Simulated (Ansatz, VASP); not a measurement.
## One calculation of ZnS, two programs

INCAR

```
PREC = Accurate ; ENCUT = 600
EDIFF = 1E-6 ; ISMEAR = -1
SIGMA = 0.08 ; LREAL = False
LASPH = True ; NELM = 60
ALGO = Normal ; ISIF = 3
LWAVE = False ; LCHARG = False
GGA = PS ; IBRION = 2
NSW = 100 ; EDIFFG = -0.002
```

The input KPOINTS:

```
regular mesh
0
Gamma
  12 12 8
```

File POSCAR:

```
ZnS
1.0
    3.8110000000      0.0000000000      0.0000000000
   -1.9055000000      3.3004228138      0.0000000000
    0.0000000000      0.0000000000      6.2340000000
Zn S
2 2
Direct
    0.3333333333      0.6666666667      0.0000000000
    0.6666666667      0.3333333333      0.5000000000
    0.3333333333      0.6666666667      0.3850000000
    0.6666666667      0.3333333333      0.8850000000
```

Input for Ansatz:

```yaml
crystal:
  lattice:
    - [3.81099999999, 0.0, 0.0]
    - [-1.9055, 3.30042281381, 0.0]
    - [0.0, 0.0, 6.234]
  atoms:
    - { symbol: Zn, position: [0.333333333333, 0.666666666667, 0.0] }
    - { symbol: Zn, position: [0.666666666667, 0.333333333333, 0.5] }
    - { symbol: S, position: [0.333333333333, 0.666666666667, 0.385] }
    - { symbol: S, position: [0.666666666667, 0.333333333333, 0.885] }
kpoints:
  mp_grid: { grid: [12, 12, 8] }
scf:
  occupations: { method: fermi_dirac, width: 0.08 }
hamiltonian:
  xc: pbesol
  pseudopotentials: { kind: paw }
relax:
  f_tol: 0.002
  max_steps: 80
  cell: {}
output:
  forces: true
  stress: true
```

Alike in both runs: task relaxation of cell and atoms; functional PBEsol; k mesh 12 × 12 × 8; occupations fermi-dirac, width 0.08 eV; no spin polarisation.

```csv
,VASP,Ansatz
version,VASP 6.6.1,Ansatz 0.2.0
potentials or method,"VASP PAW PBE potentials, release 64 (Zn, S)","PAW with Ansatz's default frozen-core files, scalar-relativistic"
plane-wave cutoff (eV),600,420
valence electrons in the cell,36,36
```

|  | VASP | Ansatz | Ansatz less VASP |
| --- | --- | --- | --- |
| relaxed volume (Å³/atom) | 19.27 | 19.22 | -0.051 |
| relaxed cell length with the largest relative difference (Å) | 3.785 | 3.782 | -0.0038 |

VASP's potentials were made for PBE, not for PBEsol.
